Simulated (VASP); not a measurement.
# Se (R-3m) in VASP: further runs

Runs on Se. Level: LDA. Tasks: single point.

Everything below comes from runs of VASP 6.6.1. Logs are shortened: lines on timing, memory, paths and dates and some standing lists are left out, and cuts for length are marked.

## Step 1: The cell of the first run

The structure is trigonal, space group R-3m (No. 166). The conventional cell has a = 3.798 Å, b = 3.798 Å, c = 2.609 Å, α = 90.00°, β = 90.00°, γ = 120.00°. Within 3.1 Å of Se (site symmetry -3m) lie 14 Se at 2.36 to 2.80 Å.

## Step 2: Single point, LDA

Contents of INCAR:

```
PREC = Accurate ; ENCUT = 520
EDIFF = 1E-6 ; ISMEAR = -1
SIGMA = 0.1 ; LREAL = False
LASPH = True ; NELM = 100
ALGO = Normal ; ISIF = 2
LWAVE = False ; LCHARG = False
GGA = CA ; NBANDS = 9
```

Contents of KPOINTS:

```
Automatic mesh
0
Gamma
  13 13 13
```

Contents of POSCAR:

```
Se
1.0
    1.8989832972      1.0963782533      0.8697511204
   -1.8989832972      1.0963782533      0.8697511204
    0.0000000000     -2.1927574930      0.8697511204
Se
1
Direct
    0.0000000000      0.0000000000      0.0000000000
```

Potentials or basis: VASP PAW LDA potentials, release 64 (Se).

On the command line:

```console
> cat potpaw_LDA.64/Se/POTCAR > POTCAR
> mpirun -np 1 vasp_std > vasp.out
```

OUTCAR:

```text
PREC = Accurate
   ENCUT = 520
   EDIFF = 1E-6
   ISMEAR = -1
   LREAL = False
   LASPH = True
   NELM = 100
   ISIF = 2
   GGA = CA

 ion  position               nearest neighbor table
   1  0.000  0.000  0.000-

  LATTYP: Found a trigonal (rhomboedric) cell.
 ALAT       =     2.3589515541
 COS(alpha) =    -0.2960876750

  Lattice vectors:

 A1 = (   1.8989832972,   1.0963782533,   0.8697511204)
 A2 = (  -1.8989832972,   1.0963782533,   0.8697511204)
 A3 = (   0.0000000000,  -2.1927574930,   0.8697511204)

Analysis of symmetry for initial positions (statically):
=====================================================================
 Subroutine PRICEL returns:
 Original cell was already a primitive cell.

 Routine SETGRP: Setting up the symmetry group for a
 trigonal (rhombohedral) supercell.

 Subroutine GETGRP returns: Found 12 space group operations
 (whereof 12 operations were pure point group operations)
 out of a pool of 12 trial point group operations.

The static configuration has the point symmetry D_3d.

Analysis of symmetry for dynamics (positions and initial velocities):
=====================================================================
 Subroutine PRICEL returns:
 Original cell was already a primitive cell.

 Routine SETGRP: Setting up the symmetry group for a
 trigonal (rhombohedral) supercell.

 Subroutine GETGRP returns: Found 12 space group operations
 (whereof 12 operations were pure point group operations)
 out of a pool of 12 trial point group operations.

The dynamic configuration has the point symmetry D_3d.

 Subroutine INISYM returns: Found 12 space group operations
 (whereof 12 operations are pure point group operations),
 and found     1 'primitive' translations

----------------------------------------------------------------------------------------

                                     Primitive cell

  volume of cell :      10.8650

  direct lattice vectors                    reciprocal lattice vectors
     1.898983297  1.096378253  0.869751120     0.263298788  0.152015617  0.383251456
    -1.898983297  1.096378253  0.869751120    -0.263298788  0.152015617  0.383251456
     0.000000000 -2.192757493  0.869751120     0.000000000 -0.304031234  0.383251284
[... 75 lines left out ...]
   ICHARG =      2    charge: 1-file 2-atom 10-const
   ISPIN  =      1    spin polarized calculation?
   LNONCOLLINEAR =      F non collinear calculations
   LSORBIT =      F    spin-orbit coupling
   LASPH  =      T    aspherical Exc in radial PAW
   ENCUT  =  520.0 eV  38.22 Ry    6.18 a.u.   4.39  4.39  4.39*2*pi/ulx,y,z
   NELM   =    100;   NELMIN=  2; NELMDL= -5     # of ELM steps
   EDIFF  = 0.1E-05   stopping-criterion for ELM
   LREAL  =      F    real-space projection
   EDIFFG = 0.1E-04   stopping-criterion for IOM
   NSW    =      0    number of steps for IOM
   IBRION =     -1    ionic relax: 0-MD 1-quasi-New 2-CG
   NFREE  =      0    steps in history (QN), initial steepest desc. (CG)
   ISIF   =      2    stress and relaxation
   ISYM   =      2    0-nonsym 1-usesym 2-fastsym
   POTIM  = 0.5000    time-step for ionic-motion
   TEBEG  =    0.0;   TEEND  =   0.0 temperature during run
   PSTRESS=    0.0 pullay stress
   NELECT =       6.0000    total number of electrons
   NUPDOWN=      -1.0000    fix difference up-down
   EMIN   =  10.00;   EMAX   =-10.00  energy-range for DOS
   EFERMI =   0.00;   METHOD = LEGACY
   ISMEAR =    -1;   SIGMA  =   0.10  broadening in eV -4-tet -1-fermi 0-gaus
   EFERMI_NEDOS =   21; number of points for ismear=-14 and -15
   IALGO  =     38    algorithm
   IMIX   =      4    mixing-type and parameters
     AMIX     =   0.40;   BMIX     =  1.00
     AMIX_MAG =   1.60;   BMIX_MAG =  1.00
  volume/ion in A,a.u.               =      10.86        73.32
  Fermi-wavevector in a.u.,A,eV,Ry     =   1.343123  2.538135 24.544647  1.803981
  Thomas-Fermi vector in A             =   2.471223
   LORBIT       =      0    0 simple, 1 ext, 2 COOP (PROOUT), +10 PAW based schemes
   GGA     = CA    functional components
   LHFCALC =     F    Hartree Fock is set to
   AEXX    =    0.0000 exact exchange contribution
   IVDW    =     0    specifies the selected vdW correction
   LEPSILON=     F    determine dielectric tensor
   LRPA    =     F    only Hartree local field effects (RPA)
 non-spin polarized calculation
  energy-cutoff  :      520.00
  volume of cell :       10.86
 maximum number of plane-waves:       303
 NGX is ok and might be reduce to    18
   NGX =  9   NGY =  9   NGZ =  9

 number of electron       6.0000000 magnetization

 Free energy of the ion-electron system (eV)
  ---------------------------------------------------
  ext. energy  EPLUGINS =         0.00000000
  ---------------------------------------------------
  free energy    TOTEN  =        -1.05356230 eV

  energy without entropy =       -1.04263586  energy(sigma->0) =       -1.04809908

 E-fermi :  16.1060     XC(G=0): -13.7172

 val. band max:       16.1037882286   @ k =  -0.3077   0.4615   0.2308
 cond. band min:      16.1160698216   @ k =  -0.3077   0.2308   0.1538
 fundamental gap:      0.0122815930
 Fermi energy:        16.1060051001

 k-point     1 :       0.0000    0.0000    0.0000
  band No.  band energies     occupation
      1      -8.2685      2.00000
      2      21.8396      0.00000
      3      24.1552      0.00000
      4      24.1552      0.00000
      5      28.6303      0.00000
      6      28.6303      0.00000
      7      31.1631      0.00000
      8      34.7448      0.00000
      9      34.7463      0.00000
[... 265 lines left out ...]
 k-point    24 :       0.4615    0.1538    0.0000
  band No.  band energies     occupation
      1      -0.2282      2.00000
      2       3.2409      2.00000
      3      13.3643      2.00000
      4      19.0390      0.00000
      5      26.2394      0.00000
      6      30.9246      0.00000
      7      36.4367      0.00000
      8      37.7965      0.00000
      9      42.7934      0.00000

 [... further k-points ...]
[... 5 lines left out ...]
  --------------------------------------------------------------------------------------
  -------------------------------------------------------------------------------------
  Total       12.0814770     12.0814784     11.3971171      0.0000000     -0.0000043      0.0000000
  in kB     1781.5691275   1781.5693364   1680.6514611      0.0000000     -0.0006354      0.0000000
  external PRESSURE =    1747.9299750 kB  Pullay stress =       0.0000000 kB

 VOLUME and BASIS-vectors are now :
 -----------------------------------------------------------------------------
  energy-cutoff  :      520.00
  volume of cell :       10.86
      direct lattice vectors                 reciprocal lattice vectors
     1.898983297  1.096378253  0.869751120     0.263298788  0.152015617  0.383251456
    -1.898983297  1.096378253  0.869751120    -0.263298788  0.152015617  0.383251456
     0.000000000 -2.192757493  0.869751120     0.000000000 -0.304031234  0.383251284

 POSITION                                       TOTAL-FORCE (eV/Angst)
 -----------------------------------------------------------------------------------
      0.00000      0.00000      0.00000         0.000000     -0.000000      0.000000
 -----------------------------------------------------------------------------------
    total drift:                               -0.000000      0.000000      0.000000

  FREE ENERGIE OF THE ION-ELECTRON SYSTEM (eV)
  ---------------------------------------------------
  free  energy   TOTEN  =        -1.0535623041 eV

  energy  without entropy=       -1.0426358584  energy(sigma->0) =       -1.04809908
```

stdout:

```text
POSCAR found type information on POSCAR Se
 POSCAR found :  1 types and       1 ions
 scaLAPACK will be used
 LDA part: xc-table for (Slater(with rela. corr.)+CA(PZ))
 , standard interpolation
 POSCAR, INCAR and KPOINTS ok, starting setup
 FFT: planning ... GRIDC
 FFT: planning ... GRID_SOFT
 FFT: planning ... GRID
 WAVECAR not read
 entering main loop
```

It took 9.4 s on 1 thread of Intel Xeon Platinum 8488C (Sapphire Rapids), shared host; peak memory 0.13 GiB.

What came out:

* Free energy: -1.0536 eV
* Pressure: 174.8 GPa
* Band gap on the k mesh: zero (band 3 reaches 24.16 eV, above the bottom of band 4 at 8.59 eV)

## Step 3: Single point, LDA

This run uses another cell than the first one, of 11.09 Å³/atom, 1.021 times its volume.

Contents of INCAR:

```
SYSTEM = Se
  PREC = Accurate
  ENCUT = 520
  EDIFF = 1E-6
  ISMEAR = -1
  SIGMA = 0.1
  LREAL = .False.
  LASPH = .True.
  NELM = 60
  ALGO = Normal
  ISIF = 2
  LWAVE = .False.
  LCHARG = .False.
  GGA = CA
  NBANDS = 9
```

Contents of KPOINTS:

```
Automatic mesh
0
Gamma
  13 13 13
  0 0 0
```

Contents of POSCAR:

```
Se
1.0
    1.9120801476      1.1039397216      0.8757495935
   -1.9120801476      1.1039397216      0.8757495935
    0.0000000000     -2.2078804364      0.8757495935
Se
1
Direct
    0.0000000000      0.0000000000      0.0000000000
```

Potentials or basis: VASP PAW LDA potentials, release 64 (Se).

On the command line:

```console
> cat potpaw_LDA.64/Se/POTCAR > POTCAR
> mpirun -np 1 vasp_std > vasp.out
```

It took 12 s on 1 thread of Intel Xeon Platinum 8488C (Sapphire Rapids), shared host; peak memory 0.12 GiB.

Results (log left out):

```yaml
Free_energy: -1.2907 eV
Pressure: 161.1 GPa
Band_gap_on_the_k_mesh: zero (band 3 reaches 23.50 eV, above the bottom of band 4 at 8.34 eV)
```

Stress tensor (GPa, compression positive):
```
163.69   0.00   0.00
  0.00 163.69   0.00
  0.00   0.00 155.78
```

Levels at points of the mesh, in eV from the Fermi level:
```csv
k point,band 1,band 2,band 3,band 4,band 5,band 6,band 7
"(0.00, 0.00, 0.00)",-24.01,5.56,7.84,7.84,12.48,12.48,14.96
```

## Step 4: Single point, LDA

This run uses another cell than the first one, of 11.32 Å³/atom, 1.042 times its volume.

Contents of INCAR:

```
SYSTEM = Se
PREC = Accurate
ENCUT = 520
EDIFF = 1E-7
ISMEAR = -1
SIGMA = 0.1
LREAL = .FALSE.
LASPH = .TRUE.
NELM = 60
ALGO = Normal
ISIF = 2
LWAVE = .FALSE.
LCHARG = .FALSE.
NBANDS = 9
```

Contents of KPOINTS:

```
regular mesh
0
G
  13 13 13
  0 0 0
```

Contents of POSCAR:

```
Se
1.0
    1.9250000000      1.1113990000      0.8816670000
   -1.9250000000      1.1113990000      0.8816670000
    0.0000000000     -2.2227990000      0.8816670000
Se
1
Direct
    0.0000000000      0.0000000000      0.0000000000
```

Potentials or basis: VASP PAW LDA potentials, release 64 (Se).

On the command line:

```console
> cat potpaw_LDA.64/Se/POTCAR > POTCAR
> mpirun -np 1 vasp_std > vasp.out
```

OUTCAR:

```text
SYSTEM = Se
   PREC = Accurate
   ENCUT = 520
   EDIFF = 1E-7
   ISMEAR = -1
   LREAL = .FALSE.
   LASPH = .TRUE.
   NELM = 60
   ISIF = 2

 ion  position               nearest neighbor table
   1  0.000  0.000  0.000-

  LATTYP: Found a trigonal (rhomboedric) cell.
 ALAT       =     2.3912699750
 COS(alpha) =    -0.2960876750

  Lattice vectors:

 A1 = (   1.9250000000,   1.1113990000,   0.8816670000)
 A2 = (  -1.9250000000,   1.1113990000,   0.8816670000)
 A3 = (   0.0000000000,  -2.2227990000,   0.8816670000)
[... 458 lines left out ...]
      1      -0.7613      2.00000
      2       2.9004      2.00000
      3      12.6268      2.00000
      4      18.1134      0.00000
      5      25.2316      0.00000
      6      29.7187      0.00000
      7      35.2053      0.00000
      8      36.5376      0.00000
      9      41.4461      0.00000

 [... further k-points ...]
[... 5 lines left out ...]
  --------------------------------------------------------------------------------------
  -------------------------------------------------------------------------------------
  Total       10.6239682     10.6239694     10.2041991      0.0000000     -0.0000039      0.0000000
  in kB     1503.9750825   1503.9752588   1444.5507500      0.0000000     -0.0005461      0.0000000
  external PRESSURE =    1484.1670304 kB  Pullay stress =       0.0000000 kB

 VOLUME and BASIS-vectors are now :
 -----------------------------------------------------------------------------
  energy-cutoff  :      520.00
  volume of cell :       11.32
      direct lattice vectors                 reciprocal lattice vectors
     1.925000000  1.111399000  0.881667000     0.259740260  0.149961100  0.378071747
    -1.925000000  1.111399000  0.881667000    -0.259740260  0.149961100  0.378071747
     0.000000000 -2.222799000  0.881667000     0.000000000 -0.299922200  0.378071577

 POSITION                                       TOTAL-FORCE (eV/Angst)
 -----------------------------------------------------------------------------------
      0.00000      0.00000      0.00000         0.000000     -0.000000     -0.000000
 -----------------------------------------------------------------------------------
    total drift:                               -0.000000      0.000000      0.000000

  FREE ENERGIE OF THE ION-ELECTRON SYSTEM (eV)
  ---------------------------------------------------
  free  energy   TOTEN  =        -1.5092193025 eV

  energy  without entropy=       -1.4978254695  energy(sigma->0) =       -1.50352239
```

stdout:

```text
POSCAR found type information on POSCAR Se
 POSCAR found :  1 types and       1 ions
 scaLAPACK will be used
 LDA part: xc-table for (Slater(with rela. corr.)+CA(PZ))
 , standard interpolation
 POSCAR, INCAR and KPOINTS ok, starting setup
 FFT: planning ... GRIDC
 FFT: planning ... GRID_SOFT
 FFT: planning ... GRID
 WAVECAR not read
 entering main loop
```

It took 10 s on 1 thread of Intel Xeon Platinum 8488C (Sapphire Rapids), shared host; peak memory 0.13 GiB.

What came out:

- Free energy: -1.5092 eV
- Pressure: 148.4 GPa
- Band gap on the k mesh: zero (band 3 reaches 22.87 eV, above the bottom of band 4 at 8.09 eV)

## Step 5: Single point, LDA

This run uses another cell than the first one, of 11.54 Å³/atom, 1.063 times its volume.

Contents of INCAR:

```
SYSTEM = Se
PREC = Accurate ; ENCUT = 520
EDIFF = 1E-6 ; ISMEAR = -1
SIGMA = 0.1 ; LREAL = .FALSE.
LASPH = .TRUE. ; NELM = 100
ALGO = Normal ; ISIF = 2
LWAVE = .FALSE. ; LCHARG = .FALSE.
NBANDS = 9
```

KPOINTS is that of step 4.

Contents of POSCAR:

```
Se
1.0
    1.9377487159      1.1187594728      0.8875060245
   -1.9377487159      1.1187594728      0.8875060245
    0.0000000000     -2.2375199522      0.8875060245
Se
1
Direct
    0.0000000000      0.0000000000      0.0000000000
```

On the command line:

```console
> cat potpaw_LDA.64/Se/POTCAR > POTCAR
> mpirun -np 1 vasp_std > vasp.out
```

Wall time 13 s (1 thread of Intel Xeon Platinum 8488C (Sapphire Rapids), shared host); peak memory 0.13 GiB.

It converged, with:

| Property | Result |
| --- | --- |
| Free energy | -1.7106 eV |
| Pressure | 136.8 GPa |
| Band gap on the k mesh | zero (band 3 reaches 22.27 eV, above the bottom of band 4 at 7.85 eV) |

Stress tensor (GPa, compression positive):
```
138.22   0.00   0.00
  0.00 138.22   0.00
  0.00   0.00 134.04
```

Levels at points of the mesh, in eV from the Fermi level:
```
           k point  band 1  band 2  band 3  band 4  band 5  band 6  band 7
(0.00, 0.00, 0.00)  -23.33    5.24    7.44    7.44   12.40   12.40   14.76
```

## Step 6: The runs side by side

| cell | gap on the mesh (eV) | pressure (GPa) |
| --- | --- | --- |
| a = 2.359 Å, angles 107.2°, 1 atom | none | 174.8 |
| a = 2.375 Å, angles 107.2°, 1 atom | none | 161.1 |
| a = 2.391 Å, angles 107.2°, 1 atom | none | 148.4 |
| a = 2.407 Å, angles 107.2°, 1 atom | none | 136.8 |

Alike in all rows: task single point; level LDA; potentials or basis VASP PAW LDA potentials, release 64 (Se); no spin polarisation; k mesh 13 × 13 × 13; cutoff (eV) 520; smearing fermi-dirac 0.1 eV.

Absolute energies hang on the potentials; compare differences alone.
